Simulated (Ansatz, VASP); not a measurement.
# Two plane-wave programs on LiSi16

```
Si Li
1.0
     0.00000    5.43000    5.43000
     5.43000    0.00000    5.43000
     5.43000    5.43000    0.00000
Si Li
16 1
Direct
  0.99231 0.00261 0.00244
  0.12347 0.12665 0.12649
  0.00124 0.99658 0.50095
  0.12360 0.12685 0.62269
  0.00114 0.50111 0.99662
  0.12349 0.62332 0.12651
  0.00125 0.50122 0.50096
  0.12498 0.62499 0.62504
  0.50271 0.00266 0.00250
  0.62564 0.12529 0.12359
  0.50335 0.00331 0.49001
  0.62688 0.12687 0.62271
  0.50277 0.49192 0.00257
  0.62670 0.62334 0.12653
  0.49657 0.50122 0.50096
  0.62690 0.62348 0.62273
  0.37658 0.87580 0.87139
```

Alike in both runs: functional PBE; k mesh 2 × 2 × 2; occupations fermi-dirac, width 0.05 eV; collinear spin.

Ansatz relaxed the structure, and its values are those at the end. VASP's run is a single point on that final structure, the one shown.

|  | VASP | Ansatz |
| --- | --- | --- |
| version | VASP 6.6.1 | Ansatz 0.2.0 |
| potentials or method | VASP PAW PBE potentials, release 64 (Si, Li_sv), cutoff 520 eV | scalar-relativistic, plane waves, PAW |
| valence electrons in the cell | 67 | 67 |

```tsv
	VASP	Ansatz	Ansatz less VASP
rms of the force components (eV/Å)	0.012	0.013	+0.0008
net moment per atom (μB)	0.00	0.00	0.000
```

The functional is the same, so the differences come from potentials, cutoffs and numerics. Ansatz's warnings: seeded moment not kept.

The k mesh is coarse, so the values compare programs but aren't converged. Noted on VASP's run: the cutoff is under 1.25 times that of the potentials, so the pressure is a little rough.
